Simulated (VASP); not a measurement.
Input of a VASP 6.6.1 run:

INCAR

```
SYSTEM = AlPt3C
PREC     = Accurate       ! precision mode
ENCUT    = 520            ! plane-wave cutoff, eV
EDIFF    = 1E-6           ! SCF threshold, eV
ISMEAR   = 1              ! smearing method
SIGMA    = 0.2            ! smearing width, eV
LREAL    = .False.        ! projectors in reciprocal space
LASPH    = .True.         ! aspherical terms in the spheres
NELM     = 60             ! most SCF steps
ALGO     = Normal         ! electronic algorithm
ISIF     = 2              ! what is computed and relaxed
LWAVE    = .False.        ! write WAVECAR
LCHARG   = .False.        ! write CHGCAR
GGA      = PE             ! functional
NBANDS   = 26             ! bands
```

The input KPOINTS:

```
Automatic mesh
0
Gamma
  6 6 6
  0 0 0
```

The input POSCAR:

```
AlPt3C
1.0
    4.1851500000      0.0000000000      0.0000000000
    0.0000000000      4.1851500000      0.0000000000
    0.0000000000      0.0000000000      4.1851500000
Al Pt C
1 3 1
Direct
    0.0000000000      0.0000000000      0.0000000000
    0.0000000000      0.5000000000      0.5000000000
    0.5000000000      0.0000000000      0.5000000000
    0.5000000000      0.5000000000      0.0000000000
    0.5000000000      0.5000000000      0.5000000000
```

Potentials or basis: VASP PAW PBE potentials, release 64 (Al, Pt, C).

Run with:

```sh
$ cat potpaw_PBE.64/Al/POTCAR potpaw_PBE.64/Pt/POTCAR potpaw_PBE.64/C/POTCAR > POTCAR
$ mpirun -np 1 vasp_std > vasp.out
```

Question: Estimate the pressure.

Answer: -1.2 GPa.
